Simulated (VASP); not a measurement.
# Pd in VASP: further runs, part 2 of 3

VASP 6.6.1.

## Step 3: Electric field gradients, PBEsol (volume scaled by 1.04)

INCAR reads:

```
SYSTEM = Pd
PREC     = Accurate       ! precision mode
ENCUT    = 520            ! plane-wave cutoff, eV
EDIFF    = 1E-8           ! SCF threshold, eV
ISMEAR   = -1             ! smearing method
SIGMA    = 0.05           ! smearing width, eV
LREAL    = .FALSE.        ! projectors in reciprocal space
LASPH    = .TRUE.         ! aspherical terms in the spheres
NELM     = 100            ! most SCF steps
ALGO     = Normal         ! electronic algorithm
ISIF     = 2              ! what is computed and relaxed
LWAVE    = .FALSE.        ! write WAVECAR
LCHARG   = .FALSE.        ! write CHGCAR
GGA      = PS             ! functional
LEFG     = .TRUE.       
NBANDS   = 11             ! bands
```

KPOINTS reads:

```
Automatic mesh
0
G
  18 18 18
  0 0 0
```

POSCAR reads:

```
Pd
1.0
    0.0000000000      1.9704937245      1.9704937245
    1.9704937245      0.0000000000      1.9704937245
    1.9704937245      1.9704937245      0.0000000000
Pd
1
Direct
    0.0000000000      0.0000000000      0.0000000000
```

Potentials or basis: VASP PAW PBE potentials, release 64 (Pd).

Run with:

```bash
> cat potpaw_PBE.64/Pd/POTCAR > POTCAR
> mpirun -np 1 vasp_std > vasp.out
```

OUTCAR:

```text
SYSTEM = Pd
   PREC = Accurate
   ENCUT = 520
   EDIFF = 1E-8
   ISMEAR = -1
   LREAL = .FALSE.
   LASPH = .TRUE.
   NELM = 100
   ISIF = 2
   GGA = PS

 ion  position               nearest neighbor table
   1  0.000  0.000  0.000-

  LATTYP: Found a face centered cubic cell.
 ALAT       =     3.9409874490

  Lattice vectors:

 A1 = (   0.0000000000,   1.9704937245,   1.9704937245)
 A2 = (   1.9704937245,   0.0000000000,   1.9704937245)
 A3 = (   1.9704937245,   1.9704937245,   0.0000000000)

[... 540 lines left out ...]
    total drift:                               -0.000000      0.000000      0.000000

  FREE ENERGIE OF THE ION-ELECTRON SYSTEM (eV)
  ---------------------------------------------------
  free  energy   TOTEN  =        -5.9498350263 eV

  energy  without entropy=       -5.9307250792  energy(sigma->0) =       -5.94028005

 Electric field gradients (V/A^2)
---------------------------------------------------------------------
 ion       V_xx      V_yy      V_zz      V_xy      V_xz      V_yz
---------------------------------------------------------------------
   1      -0.000    -0.000    -0.000    -0.000    -0.000    -0.000
---------------------------------------------------------------------

 Electric field gradients after diagonalization (V/A^2)
 (convention: |V_zz| > |V_xx| > |V_yy|)
----------------------------------------------------------------------
 ion       V_xx      V_yy      V_zz     asymmetry (V_yy - V_xx)/ V_zz
----------------------------------------------------------------------
   1       0.000     0.000    -0.000       0.000
----------------------------------------------------------------------

           NMR quadrupolar parameters

 Cq : quadrupolar parameter    Cq=e*Q*V_zz/h
 eta: asymmetry parameters     (V_yy - V_xx)/ V_zz
 Q  : nuclear electric quadrupole moment in mb (millibarn)
----------------------------------------------------------------------
 ion       Cq(MHz)       eta       Q (mb)
----------------------------------------------------------------------
   1      -0.000       0.000       1.000
----------------------------------------------------------------------
```

OSZICAR:

```text
N       E                     dE             d eps       ncg     rms          rms(c)
DAV:   1     0.409326800600E+02    0.40933E+02   -0.50904E+03  4322   0.846E+02
DAV:   2    -0.576810070173E+01   -0.46701E+02   -0.44840E+02  4815   0.181E+02
DAV:   3    -0.632332419812E+01   -0.55522E+00   -0.55309E+00  5130   0.209E+01
DAV:   4    -0.632593978990E+01   -0.26156E-02   -0.26153E-02  5125   0.152E+00
DAV:   5    -0.632596877465E+01   -0.28985E-04   -0.28986E-04  5599   0.145E-01    0.755E+00
DAV:   6    -0.596309307403E+01    0.36288E+00   -0.16379E+00  5247   0.102E+01    0.329E+00
DAV:   7    -0.595391252032E+01    0.91806E-02   -0.14087E-02  5415   0.855E-01    0.181E+00
DAV:   8    -0.594983602548E+01    0.40765E-02   -0.10999E-03  5293   0.259E-01    0.719E-02
DAV:   9    -0.594983179471E+01    0.42308E-05   -0.31430E-05  5818   0.482E-02    0.134E-02
DAV:  10    -0.594983530182E+01   -0.35071E-05   -0.17952E-06  5278   0.128E-02    0.440E-03
DAV:  11    -0.594983502777E+01    0.27405E-06   -0.27061E-08  5842   0.135E-03    0.512E-04
DAV:  12    -0.594983502633E+01    0.14428E-08   -0.12087E-09  3657   0.288E-04
   1 F= -.59498350E+01 E0= -.59402801E+01  d E =-.191099E-01
```

stdout:

```text
POSCAR found type information on POSCAR Pd
 POSCAR found :  1 types and       1 ions
 scaLAPACK will be used
 -----------------------------------------------------------------------------
|                                                                             |
|                                                                             |
|     You enforced a specific xc type in the INCAR file but a different       |
|     I HOPE YOU KNOW WHAT YOU ARE DOING!                                     |
|                                                                             |
 -----------------------------------------------------------------------------

 LDA part: xc-table for (Slater+PW92), standard interpolation
 POSCAR, INCAR and KPOINTS ok, starting setup
 FFT: planning ... GRIDC
 FFT: planning ... GRID_SOFT
 FFT: planning ... GRID
 WAVECAR not read
 entering main loop
ion   1
```

Run time: 11 s. Hardware: 1 thread of Intel Xeon 6975P-C (Granite Rapids), shared host; peak memory 0.16 GiB.

Results:

* Free energy: -5.9498 eV
* Pressure: -9.2 GPa
* Band gap on the k mesh: zero (band 5 reaches 9.28 eV, above the bottom of band 6 at 7.80 eV)

Levels at points of the mesh, in eV from the Fermi level:
| k point | band 2 | band 3 | band 4 | band 5 | band 6 | band 7 | band 8 | band 9 |
| --- | --- | --- | --- | --- | --- | --- | --- | --- |
| (0.00, 0.00, 0.00) | -2.69 | -2.69 | -2.69 | -1.16 | -1.16 | 17.10 | 21.66 | 21.66 |
| (0.50, 0.00, 0.00) | -2.73 | -2.73 | -0.02 | -0.02 | 1.00 | 6.97 | 16.45 | 20.64 |
| (0.50, 0.50, 0.00) | -4.85 | -0.05 | 0.27 | 0.27 | 3.25 | 10.33 | 12.91 | 12.91 |

Caveat: without QUAD_EFG the Cq values of the log hold for a quadrupole moment of 1 mb, not for the nuclei; the PAW data sets were made with another functional, which shifts forces and pressure a little.

## Step 4: Electric field gradients, PBEsol (volume scaled by 1.04)

INCAR reads:

```
PREC     = Accurate       # precision mode
ENCUT    = 520            # plane-wave cutoff, eV
EDIFF    = 1E-8           # SCF threshold, eV
ISMEAR   = -1             # smearing method
SIGMA    = 0.05           # smearing width, eV
LREAL    = F              # projectors in reciprocal space
LASPH    = T              # aspherical terms in the spheres
NELM     = 80             # most SCF steps
ALGO     = Normal         # electronic algorithm
ISIF     = 2              # what is computed and relaxed
LWAVE    = F              # write WAVECAR
LCHARG   = F              # write CHGCAR
GGA      = PS             # functional
LEFG     = T            
NBANDS   = 11             # bands
```

KPOINTS reads:

```
regular mesh
0
Gamma
  18 18 18
```

POSCAR is that of step 3.

Potentials or basis: VASP PAW PBE potentials, release 64 (Pd).

Run with:

```bash
> cat potpaw_PBE.64/Pd/POTCAR > POTCAR
> mpirun -np 1 vasp_std > vasp.out
```

OUTCAR:

```text
PREC = Accurate
   ENCUT = 520
   EDIFF = 1E-8
   ISMEAR = -1
   LREAL = F
   LASPH = T
   NELM = 80
   ISIF = 2
   GGA = PS

 ion  position               nearest neighbor table
   1  0.000  0.000  0.000-

  LATTYP: Found a face centered cubic cell.
 ALAT       =     3.9409874490

  Lattice vectors:

 A1 = (   0.0000000000,   1.9704937245,   1.9704937245)
 A2 = (   1.9704937245,   0.0000000000,   1.9704937245)
 A3 = (   1.9704937245,   1.9704937245,   0.0000000000)

Analysis of symmetry for initial positions (statically):
=====================================================================
 Subroutine PRICEL returns:
 Original cell was already a primitive cell.

 Routine SETGRP: Setting up the symmetry group for a
 face centered cubic supercell.

 Subroutine GETGRP returns: Found 48 space group operations
[... 516 lines left out ...]
  external PRESSURE =     -92.4541045 kB  Pullay stress =       0.0000000 kB

 VOLUME and BASIS-vectors are now :
 -----------------------------------------------------------------------------
  energy-cutoff  :      520.00
  volume of cell :       15.30
      direct lattice vectors                 reciprocal lattice vectors
     0.000000000  1.970493725  1.970493725    -0.253743513  0.253743513  0.253743513
     1.970493725  0.000000000  1.970493725     0.253743513 -0.253743513  0.253743513
     1.970493725  1.970493725  0.000000000     0.253743513  0.253743513 -0.253743513

 POSITION                                       TOTAL-FORCE (eV/Angst)
 -----------------------------------------------------------------------------------
      0.00000      0.00000      0.00000        -0.000000     -0.000000     -0.000000
 -----------------------------------------------------------------------------------
    total drift:                               -0.000000      0.000000      0.000000

  FREE ENERGIE OF THE ION-ELECTRON SYSTEM (eV)
  ---------------------------------------------------
  free  energy   TOTEN  =        -5.9498350263 eV

  energy  without entropy=       -5.9307250792  energy(sigma->0) =       -5.94028005

 Electric field gradients (V/A^2)
---------------------------------------------------------------------
 ion       V_xx      V_yy      V_zz      V_xy      V_xz      V_yz
---------------------------------------------------------------------
   1      -0.000    -0.000    -0.000    -0.000    -0.000    -0.000
---------------------------------------------------------------------

 Electric field gradients after diagonalization (V/A^2)
 (convention: |V_zz| > |V_xx| > |V_yy|)
----------------------------------------------------------------------
 ion       V_xx      V_yy      V_zz     asymmetry (V_yy - V_xx)/ V_zz
----------------------------------------------------------------------
   1       0.000     0.000    -0.000       0.000
----------------------------------------------------------------------

           NMR quadrupolar parameters

 Cq : quadrupolar parameter    Cq=e*Q*V_zz/h
 eta: asymmetry parameters     (V_yy - V_xx)/ V_zz
 Q  : nuclear electric quadrupole moment in mb (millibarn)
----------------------------------------------------------------------
 ion       Cq(MHz)       eta       Q (mb)
----------------------------------------------------------------------
   1      -0.000       0.000       1.000
----------------------------------------------------------------------
```

OSZICAR:

```text
N       E                     dE             d eps       ncg     rms          rms(c)
DAV:   1     0.409326800600E+02    0.40933E+02   -0.50904E+03  4322   0.846E+02
DAV:   2    -0.576810070173E+01   -0.46701E+02   -0.44840E+02  4815   0.181E+02
DAV:   3    -0.632332419812E+01   -0.55522E+00   -0.55309E+00  5130   0.209E+01
DAV:   4    -0.632593978990E+01   -0.26156E-02   -0.26153E-02  5125   0.152E+00
DAV:   5    -0.632596877465E+01   -0.28985E-04   -0.28986E-04  5599   0.145E-01    0.755E+00
DAV:   6    -0.596309307403E+01    0.36288E+00   -0.16379E+00  5247   0.102E+01    0.329E+00
DAV:   7    -0.595391252032E+01    0.91806E-02   -0.14087E-02  5415   0.855E-01    0.181E+00
DAV:   8    -0.594983602548E+01    0.40765E-02   -0.10999E-03  5293   0.259E-01    0.719E-02
DAV:   9    -0.594983179471E+01    0.42308E-05   -0.31430E-05  5818   0.482E-02    0.134E-02
DAV:  10    -0.594983530182E+01   -0.35071E-05   -0.17952E-06  5278   0.128E-02    0.440E-03
DAV:  11    -0.594983502777E+01    0.27405E-06   -0.27061E-08  5842   0.135E-03    0.512E-04
DAV:  12    -0.594983502633E+01    0.14428E-08   -0.12087E-09  3657   0.288E-04
   1 F= -.59498350E+01 E0= -.59402801E+01  d E =-.191099E-01
```

stdout:

```text
POSCAR found type information on POSCAR Pd
 POSCAR found :  1 types and       1 ions
 scaLAPACK will be used
 -----------------------------------------------------------------------------
|                                                                             |
|                                                                             |
|     You enforced a specific xc type in the INCAR file but a different       |
|     I HOPE YOU KNOW WHAT YOU ARE DOING!                                     |
|                                                                             |
 -----------------------------------------------------------------------------

 LDA part: xc-table for (Slater+PW92), standard interpolation
 POSCAR, INCAR and KPOINTS ok, starting setup
 FFT: planning ... GRIDC
 FFT: planning ... GRID_SOFT
 FFT: planning ... GRID
 WAVECAR not read
 entering main loop
ion   1
```

Run time: 10 s. Hardware: 1 thread of Intel Xeon 6975P-C (Granite Rapids), shared host; peak memory 0.16 GiB.

What came out:

* Free energy: -5.9498 eV
* Pressure: -9.2 GPa
* Band gap on the k mesh: zero (band 5 reaches 9.28 eV, above the bottom of band 6 at 7.80 eV)

Levels at points of the mesh, in eV from the Fermi level:
```csv
k point,band 1,band 2,band 3,band 4,band 5,band 6,band 7,band 8,band 9,band 10
"(0.00, 0.00, 0.00)",-6.96,-2.69,-2.69,-2.69,-1.16,-1.16,17.10,21.66,21.66,21.66
"(0.50, 0.00, 0.00)",-5.06,-2.73,-2.73,-0.02,-0.02,1.00,6.97,16.45,20.64,20.64
"(0.50, 0.50, 0.00)",-5.12,-4.85,-0.05,0.27,0.27,3.25,10.33,12.91,12.91,20.95
```

Caveat: without QUAD_EFG the Cq values of the log hold for a quadrupole moment of 1 mb, not for the nuclei; the PAW data sets were made with another functional, which shifts forces and pressure a little.

## Step 5: Electric field gradients, PBEsol (zz strain of -2 %)

INCAR reads:

```
SYSTEM = Pd
ALGO = Normal ; EDIFF = 1E-8
ENCUT = 520 ; GGA = PS
ISIF = 2 ; ISMEAR = -1
LASPH = .TRUE. ; LCHARG = .FALSE.
LEFG = .TRUE. ; LREAL = .FALSE.
LWAVE = .FALSE. ; NBANDS = 11
NELM = 60 ; PREC = Accurate
SIGMA = 0.05
```

KPOINTS reads:

```
k-points
0
G
  18 18 18
  0 0 0
```

POSCAR reads:

```
Pd
1.0
    0.0000000000      1.9449000000      1.9060020000
    1.9449000000      0.0000000000      1.9060020000
    1.9449000000      1.9449000000      0.0000000000
Pd
1
Direct
    0.0000000000      0.0000000000      0.0000000000
```

Potentials or basis: VASP PAW PBE potentials, release 64 (Pd).

Run with:

```bash
> cat potpaw_PBE.64/Pd/POTCAR > POTCAR
> mpirun -np 1 vasp_std > vasp.out
```

OUTCAR:

```text
SYSTEM = Pd
   EDIFF = 1E-8
   ENCUT = 520
   GGA = PS
   ISIF = 2
   ISMEAR = -1
   LASPH = .TRUE.
   LREAL = .FALSE.
   NELM = 60
   PREC = Accurate

 ion  position               nearest neighbor table
   1  0.000  0.000  0.000-

  LATTYP: Found a body centered tetragonal cell.
 ALAT       =     2.7505039575
 C/A-ratio  =     1.3859292911

  Lattice vectors:

 A1 = (   0.0000000000,  -1.9449000000,  -1.9060020000)
 A2 = (   0.0000000000,   1.9449000000,  -1.9060020000)
 A3 = (   1.9449000000,   0.0000000000,   1.9060020000)

Analysis of symmetry for initial positions (statically):
=====================================================================
 Subroutine PRICEL returns:
 Original cell was already a primitive cell.

 Routine SETGRP: Setting up the symmetry group for a
 body centered tetragonal supercell.

[... 517 lines left out ...]

 VOLUME and BASIS-vectors are now :
 -----------------------------------------------------------------------------
  energy-cutoff  :      520.00
  volume of cell :       14.42
      direct lattice vectors                 reciprocal lattice vectors
     0.000000000  1.944900000  1.906002000    -0.257082626  0.257082626  0.262329211
     1.944900000  0.000000000  1.906002000     0.257082626 -0.257082626  0.262329211
     1.944900000  1.944900000  0.000000000     0.257082626  0.257082626 -0.262329211

 POSITION                                       TOTAL-FORCE (eV/Angst)
 -----------------------------------------------------------------------------------
      0.00000      0.00000      0.00000         0.000000     -0.000000      0.000000
 -----------------------------------------------------------------------------------
    total drift:                               -0.000000     -0.000000     -0.000000

  FREE ENERGIE OF THE ION-ELECTRON SYSTEM (eV)
  ---------------------------------------------------
  free  energy   TOTEN  =        -5.9716869403 eV

  energy  without entropy=       -5.9541463954  energy(sigma->0) =       -5.96291667

 Electric field gradients (V/A^2)
---------------------------------------------------------------------
 ion       V_xx      V_yy      V_zz      V_xy      V_xz      V_yz
---------------------------------------------------------------------
   1      -1.081    -1.081     2.162    -0.000     0.000     0.000
---------------------------------------------------------------------

 Electric field gradients after diagonalization (V/A^2)
 (convention: |V_zz| > |V_xx| > |V_yy|)
----------------------------------------------------------------------
 ion       V_xx      V_yy      V_zz     asymmetry (V_yy - V_xx)/ V_zz
----------------------------------------------------------------------
   1      -1.081    -1.081     2.162       0.000
----------------------------------------------------------------------

           NMR quadrupolar parameters

 Cq : quadrupolar parameter    Cq=e*Q*V_zz/h
 eta: asymmetry parameters     (V_yy - V_xx)/ V_zz
 Q  : nuclear electric quadrupole moment in mb (millibarn)
----------------------------------------------------------------------
 ion       Cq(MHz)       eta       Q (mb)
----------------------------------------------------------------------
   1       0.005       0.000       1.000
----------------------------------------------------------------------
```

OSZICAR:

```text
N       E                     dE             d eps       ncg     rms          rms(c)
DAV:   1     0.414029424565E+02    0.41403E+02   -0.51832E+03 10648   0.856E+02
DAV:   2    -0.580152560301E+01   -0.47204E+02   -0.45731E+02 11872   0.183E+02
DAV:   3    -0.635813551492E+01   -0.55661E+00   -0.55409E+00 12681   0.211E+01
DAV:   4    -0.636049270600E+01   -0.23572E-02   -0.23569E-02 12775   0.145E+00
DAV:   5    -0.636051681194E+01   -0.24106E-04   -0.24106E-04 13948   0.133E-01    0.888E+00
DAV:   6    -0.598913175672E+01    0.37139E+00   -0.14998E+00 13062   0.999E+00    0.398E+00
DAV:   7    -0.597663570590E+01    0.12496E-01   -0.42294E-02 13960   0.130E+00    0.204E+00
DAV:   8    -0.597173892632E+01    0.48968E-02   -0.21404E-03 13143   0.459E-01    0.124E-01
DAV:   9    -0.597168286181E+01    0.56065E-04   -0.26318E-04 14069   0.138E-01    0.178E-02
DAV:  10    -0.597168765032E+01   -0.47885E-05   -0.44627E-06 13129   0.195E-02    0.116E-02
DAV:  11    -0.597168690890E+01    0.74142E-06   -0.72204E-08 13928   0.266E-03    0.133E-03
DAV:  12    -0.597168693052E+01   -0.21621E-07   -0.27595E-09  9772   0.476E-04    0.361E-04
DAV:  13    -0.597168694034E+01   -0.98222E-08   -0.19430E-10  8880   0.140E-04
   1 F= -.59716869E+01 E0= -.59629167E+01  d E =-.175405E-01
```

stdout:

```text
POSCAR found type information on POSCAR Pd
 POSCAR found :  1 types and       1 ions
 scaLAPACK will be used
 -----------------------------------------------------------------------------
|                                                                             |
|                                                                             |
|     You enforced a specific xc type in the INCAR file but a different       |
|     I HOPE YOU KNOW WHAT YOU ARE DOING!                                     |
|                                                                             |
 -----------------------------------------------------------------------------

 LDA part: xc-table for (Slater+PW92), standard interpolation
 POSCAR, INCAR and KPOINTS ok, starting setup
 FFT: planning ... GRIDC
 FFT: planning ... GRID_SOFT
 FFT: planning ... GRID
 WAVECAR not read
 entering main loop
ion   1
```

It took 69 s on 1 thread of AMD EPYC 7R43 (Zen 3), shared host; peak memory 0.15 GiB.

Results:

* Free energy: -5.9717 eV
* Pressure: 1.6 GPa
* Band gap on the k mesh: zero (band 5 reaches 10.38 eV, above the bottom of band 6 at 8.70 eV)

Stress tensor (GPa, compression positive):
```
1.15 0.00 0.00
0.00 1.15 0.00
0.00 0.00 2.38
```

Electric field gradients, principal values (V/Å²):
| atom | least | middle | greatest (by size) |
| --- | --- | --- | --- |
| 1 Pd | -1.081 | -1.081 | 2.162 |

Caveat: the cell differs from its parent crystal (zz strain of -2 %); without QUAD_EFG the Cq values of the log hold for a quadrupole moment of 1 mb, not for the nuclei; the PAW data sets were made with another functional, which shifts forces and pressure a little.

(Continued in part 3 of 3.)
